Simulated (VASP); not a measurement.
Write the native input for VASP 6.6.1 that does the following.

```yaml
Task: single point
Functional: PBE
Potentials_or_basis: VASP PAW PBE potentials, release 64 (Mn_sv, S)
Cutoff: 600 eV
k_mesh: 6 × 6 × 3
Occupations: gaussian, width 0.05 eV
Spin: collinear spin, ferromagnetic start
Starting_moments: "[4.81, 4.81, 0.04, 0.04] μB"
Hubbard_terms: Mn d U = 5.0 eV
Dipole_correction: no
Further_INCAR_settings: ALGO = Normal; EDIFF = 1e-06; NBANDS = 33
```

The structure of MnS lies in POSCAR:

```
MnS
1.0
    3.9760016100      0.0000000000      0.0000000000
   -1.9880008000      3.4433184000      0.0000000000
    0.0000000000      0.0000000000      6.4320005000
Mn S
2 2
Direct
    0.3333333333      0.6666666667      0.0000000000
    0.6666666667      0.3333333333      0.5000000000
    0.3333333333      0.6666666667      0.3850000000
    0.6666666667      0.3333333333      0.8850000000
```

One way to write it, as run:

INCAR

```
PREC = Accurate
ENCUT = 600
EDIFF = 1E-6
ISMEAR = 0
SIGMA = 0.05
LREAL = False
LASPH = True
NELM = 200
ALGO = Normal
ISIF = 2
LWAVE = False
LCHARG = True
ISPIN = 2
MAGMOM = 4.81 4.81 0.04 0.04
LORBIT = 11
LMAXMIX = 4
LDAU = True
LDAUTYPE = 2
LDAUL = 2 -1
LDAUU = 5 0
LDAUJ = 0 0
LDAUPRINT = 1
GGA = PE
LELF = True
LVHAR = True
NBANDS = 33
GGA_COMPAT = False
```

KPOINTS

```
regular mesh
0
Gamma
  6 6 3
```

Potentials or basis: VASP PAW PBE potentials, release 64 (Mn_sv, S).

Launch:

```sh
$ cat potpaw_PBE.64/Mn_sv/POTCAR potpaw_PBE.64/S/POTCAR > POTCAR
$ mpirun -np 1 vasp_std > vasp.out
```

It gave:

```json
{"Pressure": "4.5 GPa", "Largest force": "0.228 eV/Å", "Band gap on the k mesh": "1.53 eV", "Net moment": "10.00 μB per cell", "Site moments": "Mn +4.46; S +0.03 μB", "Valence electrons inside the program's atomic spheres": "Mn 12.87; S 3.81"}
```

Caveat: the cell stands under pressure; an odd mesh through Γ misses points on the zone boundary, where band edges can lie; only a ferromagnetic start was run, and an antiferromagnetic order may lie lower in energy.

Wall time 51 s on 1 thread of Intel(R) Xeon(R) 6975P-C (Granite Rapids), with other jobs on the host, peak memory 0.29 GiB.
